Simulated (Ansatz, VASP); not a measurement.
**One calculation of AlN, two programs**

```
Al N
1.0
    -3.11100    0.00000    0.00000
    -1.55550   -2.69421    0.00000
     0.00000    0.00000   10.45600
Al N
4 4
Cartesian
  -1.5555 -0.8981 8.9977
  -1.5555 -0.8981 4.0197
  -3.1110 -1.7961 1.5307
  -3.1110 -1.7961 6.5087
  -1.5555 -0.8981 0.9583
  -1.5555 -0.8981 5.9363
  -3.1110 -1.7961 3.4473
  -3.1110 -1.7961 8.4253
```

Alike in both runs: task single point; functional r2SCAN; k mesh 8 × 8 × 3; occupations gaussian, width 0.05 eV; no spin polarisation.

|  | VASP | Ansatz |
| --- | --- | --- |
| version | VASP 6.6.1 | Ansatz 0.2.0 |
| potentials or method | VASP PAW PBE potentials, release 64 (Al, N), cutoff 520 eV | scalar-relativistic, plane waves, PAW |
| valence electrons in the cell | 32 | 32 |

|  | VASP | Ansatz | Ansatz less VASP |
| --- | --- | --- | --- |
| gap on the k mesh at the Fermi level (eV) | 3.47 | 3.43 | -0.038 |
| least direct gap on the mesh (eV) | 3.47 | 3.43 | -0.038 |
| pressure (GPa) | -5.3 | -5.0 | +0.36 |
| traceless stress, the component that is largest in VASP (GPa) | -7.53 | -7.44 | +0.086 |
| rms of the force components (eV/Å) | 0.587 | 0.589 | +0.0019 |

VASP's potentials were made for PBE, not for r2SCAN. Atom by atom the forces differ by 0.005 eV/Å (rms over components).
